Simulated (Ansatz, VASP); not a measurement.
Two plane-wave programs on TiN

```xyz
2
Lattice="0.0000 2.1166 2.1166 2.1166 0.0000 2.1166 2.1166 2.1166 0.0000" Properties=species:S:1:pos:R:3 pbc="T T T"
Ti    0.0000    0.0000    0.0000
N     2.1166    2.1166    2.1166
```

Alike in both runs: functional r2SCAN; k mesh 17 × 17 × 17; occupations fermi-dirac, width 0.1 eV; no spin polarisation.

Ansatz relaxed the structure, and its values are those at the end. VASP's run is a single point on that final structure, the one shown.

|  | VASP | Ansatz |
| --- | --- | --- |
| version | VASP 6.6.1 | Ansatz 0.2.0 |
| potentials or method | VASP PAW PBE potentials, release 64 (Ti_sv, N) | PAW with Ansatz's default frozen-core files, scalar-relativistic |
| plane-wave cutoff (eV) | 520 | 500 |
| valence electrons in the cell | 17 | 17 |

```tsv
	VASP	Ansatz	Ansatz less VASP
pressure (GPa)	1.5	0.0	-1.51
```

VASP's potentials were made for PBE, not for r2SCAN.
